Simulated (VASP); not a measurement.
A run of VASP 6.6.1 is set up as follows.

File INCAR:

```
  ALGO = Normal
  EDIFF = 1E-6
  ENCUT = 520
  GGA = PS
  ISIF = 2
  ISMEAR = -1
  LASPH = True
  LCHARG = True
  LELF = True
  LREAL = False
  LVHAR = True
  LWAVE = False
  NBANDS = 28
  NELM = 100
  PREC = Accurate
  SIGMA = 0.05
```

File KPOINTS:

```
k-points
0
Gamma
  6 6 3
```

POSCAR

```
PbSe
1.0
    4.3247648758      0.0000000000      0.0000000000
   -0.0101005360      4.3247530808      0.0000000000
   -2.1573321698     -2.1623765405     11.7558159939
Pb Se
2 2
Direct
    0.8068400000      0.8073040000      0.6184430000
    0.1854540000      0.1998100000      0.3823760000
    0.2873320000      0.3231460000      0.6231940000
    0.6842660000      0.6998950000      0.3779650000
```

Potentials or basis: VASP PAW PBE potentials, release 64 (Pb_d, Se).

The run is started by

```bash
$ cat potpaw_PBE.64/Pb_d/POTCAR potpaw_PBE.64/Se/POTCAR > POTCAR
$ mpirun -np 1 vasp_std > vasp.out
```

**Question.** What does it give for the largest force?

**Answer.** 0.196 eV/Å.

**Question.** Predict the band gap on the k mesh.

**Answer.** 1.51 eV, direct.

Forces in eV/Å, atoms in the order of the input:
```
Pb  -0.073  0.054 -0.130
Pb   0.016 -0.012  0.156
Se   0.140 -0.043 -0.131
Se  -0.083  0.001  0.106
```

Caveat: the PAW data sets were made with another functional, which shifts forces and pressure a little; spin-orbit coupling is left out, which moves the levels of the heavy elements.
